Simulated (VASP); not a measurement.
Wanted: the native input for a VASP 6.6.1 run.

```yaml
Task: single point
Functional: HSE06
Potentials_or_basis: VASP PAW PBE potentials, release 64 (Ca_sv, O)
Cutoff: 520 eV
k_mesh: 6 × 6 × 6
Occupations: gaussian, width 0.01 eV
Spin: no spin polarisation
Dipole_correction: no
Grid_for_exact_exchange_PRECFOCK: Normal
Further_INCAR_settings: ALGO = Normal; EDIFF = 1e-07; NBANDS = 15
Share_of_exact_exchange: 0.25
Screening_parameter: 0.2079 1/Å
```

Crystal: CaO.

```xyz
2
Lattice="0.0000 2.5872 2.6067 2.5872 0.0000 2.6067 2.5872 2.5872 0.0000" Properties=species:S:1:pos:R:3 pbc="T T T"
Ca    0.0000    0.0000    0.0000
O     1.2936    1.2936    1.3034
```

This cell differs from its parent crystal: biaxial xy strain -0.8%.

One way to write it, as run:

POSCAR

```
CaO
1.0
    0.0000000000      2.5871812535      2.6067317416
    2.5871812535      0.0000000000      2.6067317416
    2.5871812535      2.5871812535      0.0000000000
Ca O
1 1
Direct
    0.0000000000      0.0000000000      0.0000000000
    0.2500000000      0.2500000000      0.2500000000
```

INCAR.step1

```
PREC = Accurate
ENCUT = 520
EDIFF = 1E-5
ISMEAR = 0
SIGMA = 0.01
LREAL = False
LASPH = True
NELM = 60
ALGO = Normal
ISIF = 2
LWAVE = True
GGA = PE
NBANDS = 15
```

INCAR.step2

```
PREC = Accurate
ENCUT = 520
EDIFF = 1E-7
ISMEAR = 0
SIGMA = 0.01
LREAL = False
LASPH = True
NELM = 60
ALGO = Normal
ISIF = 2
LWAVE = False
LCHARG = True
GGA = PE
LHFCALC = True
HFSCREEN = 0.2079
PRECFOCK = Normal
LELF = True
LVHAR = True
ISTART = 1
NBANDS = 15
```

KPOINTS

```
regular mesh
0
Gamma
  6 6 6
```

Potentials or basis: VASP PAW PBE potentials, release 64 (Ca_sv, O).

Command:

```sh
$ cat potpaw_PBE.64/Ca_sv/POTCAR potpaw_PBE.64/O/POTCAR > POTCAR
$ cp INCAR.step1 INCAR
$ mpirun -np 1 vasp_std > vasp.out
$ cp INCAR.step2 INCAR
$ mpirun -np 1 vasp_std > vasp.out
```

It gave:

```
Pressure               : 1.9 GPa
Band gap on the k mesh : 4.76 eV (least direct gap 5.42 eV)
```

Caveat: the cell differs from its parent crystal (biaxial xy strain -0.8%); the structure was generated, so it needn't be the stable form of CaO; the PAW data sets were made with another functional, which shifts forces and pressure a little.

It took 92 min on 1 thread of AMD EPYC 7R13 Processor (Zen 3) (shared host), peak memory 0.26 GiB.
